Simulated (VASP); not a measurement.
A run of VASP 6.6.1 is set up as follows.

File INCAR:

```
PREC = Accurate
ENCUT = 600
EDIFF = 1E-6
ISMEAR = -1
SIGMA = 0.01
LREAL = False
LASPH = True
NELM = 120
ALGO = Normal
ISIF = 2
LWAVE = False
LCHARG = False
NBANDS = 9
GGA_COMPAT = False
```

Contents of KPOINTS:

```
Automatic mesh
0
Gamma
  8 8 8
```

File POSCAR:

```
MgH2
1.0
    0.0000000000      2.2412135903      2.2412135903
    2.2412135903      0.0000000000      2.2412135903
    2.2412135903      2.2412135903      0.0000000000
Mg H
1 2
Direct
    0.0000000000      0.0000000000      0.0000000000
    0.2500000000      0.2500000000      0.2500000000
    0.7500000000      0.7500000000      0.7500000000
```

Potentials or basis: VASP PAW LDA potentials, release 64 (Mg, H).

Launch:

```bash
$ cat potpaw_LDA.64/Mg/POTCAR potpaw_LDA.64/H/POTCAR > POTCAR
$ mpirun -np 1 vasp_std > vasp.out
```

(1) Estimate the pressure.

(2) Predict the band gap on the k mesh.

## Answers

(1) 9.4 GPa.

(2) zero (bands 2 and 3 overlap by 2.27 eV).

Caveat: the cell stands under pressure.
